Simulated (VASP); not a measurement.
A run of VASP 6.6.1 is set up as follows.

The input INCAR:

```
  PREC = Accurate
  ENCUT = 600
  EDIFF = 1E-7
  ISMEAR = -1
  SIGMA = 0.08
  LREAL = F
  LASPH = T
  NELM = 60
  ALGO = Normal
  ISIF = 3
  LWAVE = F
  LCHARG = F
  GGA = PE
  IBRION = 2
  NSW = 60
  EDIFFG = -0.005
```

File KPOINTS:

```
regular mesh
0
Gamma
  13 13 13
```

POSCAR

```
GaSb
1.0
    0.0000000000      2.7216090333      2.7216090333
    2.7216090333      0.0000000000      2.7216090333
    2.7216090333      2.7216090333      0.0000000000
Ga Sb
1 1
Direct
    0.0000000000      0.0000000000      0.0000000000
    0.5000000000      0.5000000000      0.5000000000
```

Potentials or basis: VASP PAW PBE potentials, release 64 (Ga_d, Sb).

The run is started by

```sh
$ cat potpaw_PBE.64/Ga_d/POTCAR potpaw_PBE.64/Sb/POTCAR > POTCAR
$ mpirun -np 1 vasp_std > vasp.out
```

Question: What does it give for the relaxed volume?

Answer: 24.39 Å³/atom.

Question: Predict the relaxed cell.

Answer: a = 4.101 Å, b = 4.101 Å, c = 4.101 Å, α = 60.00°, β = 60.00°, γ = 60.00°.

Question: Predict the space group after relaxing (to 0.05 Å).

Answer: Fm-3m (No. 225).

Final structure:
```xyz
2
Lattice="0.0000 2.8998 2.8998 2.8998 0.0000 2.8998 2.8998 2.8998 0.0000" Properties=species:S:1:pos:R:3 pbc="T T T"
Ga    0.0000    0.0000    0.0000
Sb    2.8998    2.8998    2.8998
```

Caveat: the volume moved by over 15 % at a fixed basis, so the end points are rough.
